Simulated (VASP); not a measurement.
Al4CN4: single point with PBE

System: Al4CN4, a slab with vacuum.

```
Al N C
1.0
     3.12977    0.00000    0.00000
     0.00000    5.01730    0.00000
     0.00000    0.00000   19.06203
Al N C
4 4 1
Direct
  0.00000 0.99827 0.20984
  0.50000 0.49827 0.25724
  0.50000 0.99152 0.35770
  0.00000 0.46243 0.38681
  0.00000 0.61673 0.20984
  0.50000 0.11673 0.25724
  0.50000 0.61437 0.35641
  0.00000 0.11123 0.39671
  0.16667 0.27790 0.46824
```

- Program: VASP 6.6.1
- Task: single point
- Functional: PBE
- Potentials or basis: VASP PAW PBE potentials, release 64 (Al, N, C)
- Cutoff: 520 eV
- k mesh: 9 × 6 × 1
- Occupations: gaussian, width 0.05 eV
- Spin: collinear spin
- Starting moments: [0.0, 0.0, 0.0, 0.0, 0.0, 0.0, 0.0, 0.0, 2.0] μB
- Dipole correction: yes
- Further INCAR settings: ALGO = Normal; EDIFF = 1e-06; NBANDS = 32

```yaml
Largest_force: 3.359 eV/Å
Band_gap_on_the_k_mesh: zero (filled and empty bands overlap)
Net_moment: 1.97 μB per cell
Site_moments: Al +0.01, +0.00, +0.02, +0.05; N +0.01, +0.03, +0.07 (each value once); C +0.81 μB
Valence_electrons_inside_the_program's_atomic_spheres: Al 0.75, 0.79, 0.80, 0.89; N 3.72, 3.80, 3.87, 3.86; C 2.18
```

Forces on the atoms (eV/Å):
```
Al   0.002 -1.711  1.802
Al   0.013  1.117 -1.962
Al   0.023 -1.182 -0.972
Al  -0.384  3.333  0.165
N    0.014  0.664  0.817
N    0.065  0.160 -0.193
N    0.233  0.217 -1.116
N    0.803 -0.723  1.428
C   -0.768 -1.875  0.030
```

Levels at points of the mesh, in eV from the Fermi level:
Spin up:
| k point | band 15 | band 16 | band 17 | band 18 | band 19 | band 20 | band 21 | band 22 | band 23 | band 24 |
| --- | --- | --- | --- | --- | --- | --- | --- | --- | --- | --- |
| (0.00, 0.00, 0.00) | -2.90 | -1.98 | -1.71 | -1.29 | -0.22 | 0.03 | 2.72 | 3.14 | 3.57 | 4.42 |
| (0.00, 0.50, 0.00) | -3.25 | -2.20 | -1.91 | -1.54 | 0.01 | 0.12 | 3.07 | 3.32 | 4.01 | 4.38 |
Spin down:
```csv
k point,band 13,band 14,band 15,band 16,band 17,band 18,band 19,band 20,band 21,band 22
"(0.00, 0.00, 0.00)",-3.52,-3.32,-2.82,-1.87,-1.69,-0.05,0.58,2.27,2.89,3.33
"(0.00, 0.50, 0.00)",-3.58,-3.47,-3.03,-2.07,-1.89,0.17,0.59,2.23,3.25,3.58
```

Run time: 23 min on 1 thread of Oxide Virtual Turin-like Processor, with other jobs on the host, peak memory 0.68 GiB.
